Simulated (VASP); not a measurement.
Input of a VASP 6.6.1 run:

File INCAR:

```
SYSTEM = CdS
PREC = Accurate ; ENCUT = 520
EDIFF = 1E-7 ; ISMEAR = 0
SIGMA = 0.05 ; LREAL = .False.
LASPH = .True. ; NELM = 80
ALGO = Normal ; ISIF = 2
LWAVE = .False. ; LCHARG = .True.
GGA = PE ; LELF = .True.
LVHAR = .True. ; NBANDS = 16
```

Contents of KPOINTS:

```
Automatic mesh
0
Gamma
  8 8 8
  0 0 0
```

The input POSCAR:

```
CdS
1.0
    0.0000000000      2.9165000000      2.9165000000
    2.9165000000      0.0000000000      2.9165000000
    2.9165000000      2.9165000000      0.0000000000
Cd S
1 1
Direct
    0.0000000000      0.0000000000      0.0000000000
    0.2500000000      0.2500000000      0.2500000000
```

Potentials or basis: VASP PAW PBE potentials, release 64 (Cd, S).

Run with:

```console
$ cat potpaw_PBE.64/Cd/POTCAR potpaw_PBE.64/S/POTCAR > POTCAR
$ mpirun -np 1 vasp_std > vasp.out
```

Task: Estimate the band gap on the k mesh.

Result: 1.15 eV, direct.

Task: What does it give for the pressure?

Result: 3.2 GPa.
